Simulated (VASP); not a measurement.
Input of a VASP 6.6.1 run:

The input INCAR:

```
SYSTEM = Sc
PREC     = Accurate       ! precision mode
ENCUT    = 520            ! plane-wave cutoff, eV
EDIFF    = 1E-6           ! SCF threshold, eV
ISMEAR   = 0              ! smearing method
SIGMA    = 0.15           ! smearing width, eV
LREAL    = .FALSE.        ! projectors in reciprocal space
LASPH    = .TRUE.         ! aspherical terms in the spheres
NELM     = 60             ! most SCF steps
ALGO     = Fast           ! electronic algorithm
ISIF     = 2              ! what is computed and relaxed
LWAVE    = .FALSE.        ! write WAVECAR
LCHARG   = .FALSE.        ! write CHGCAR
GGA      = CA             ! functional
NBANDS   = 12             ! bands
```

KPOINTS

```
Automatic mesh
0
G
  20 20 20
  0 0 0
```

File POSCAR:

```
Sc
1.0
    0.0000000000      2.0803690726      2.7044797944
    2.0803690726      0.0000000000      2.7044797944
    2.0803690726      2.0803690726      0.0000000000
Sc
1
Direct
    0.0000000000      0.0000000000      0.0000000000
```

Potentials or basis: VASP PAW LDA potentials, release 64 (Sc_sv).

The run is started by

```sh
$ cat potpaw_LDA.64/Sc_sv/POTCAR > POTCAR
$ mpirun -np 1 vasp_std > vasp.out
```

**Question.** What does it give for the pressure?

**Answer.** -2.5 GPa.

Stress tensor (GPa, compression positive):
```
 0.91  0.00  0.00
 0.00  0.91  0.00
 0.00  0.00 -9.29
```
